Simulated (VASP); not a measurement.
Here is a VASP 6.6.1 calculation.

INCAR

```
PREC = Accurate
ENCUT = 520
EDIFF = 1E-7
ISMEAR = -1
SIGMA = 0.1
LREAL = False
LASPH = True
NELM = 100
ALGO = Normal
ISIF = 2
LWAVE = False
LCHARG = False
NBANDS = 20
```

Contents of KPOINTS:

```
Automatic mesh
0
Gamma
  3 3 6
```

Contents of POSCAR:

```
S
1.0
    5.6780537900      0.0000000000      0.0000000000
    0.0000000000      5.6780537900      0.0000000000
    0.0000000000      0.0000000000      2.9496155800
S
4
Direct
    0.8833913794      0.8833913794      0.5000000000
    0.1166086206      0.1166086206      0.5000000000
    0.3833913803      0.6166086197      0.0000000000
    0.6166086197      0.3833913803      0.0000000000
```

Potentials or basis: VASP PAW LDA potentials, release 64 (S).

The run is started by

```sh
$ cat potpaw_LDA.64/S/POTCAR > POTCAR
$ mpirun -np 1 vasp_std > vasp.out
```

Question: Predict the pressure.

Answer: -2.2 GPa.

Question: Predict the band gap on the k mesh.

Answer: Zero (band 12 reaches 3.92 eV, above the bottom of band 13 at 1.88 eV).

Question: What does it give for the largest force?

Answer: 0.308 eV/Å.

Forces on the atoms (eV/Å):
```
S   -0.217 -0.217  0.000
S    0.217  0.217  0.000
S   -0.217  0.217  0.000
S    0.217 -0.217  0.000
```

Caveat: the k points lie up to 0.37 Å⁻¹ apart.
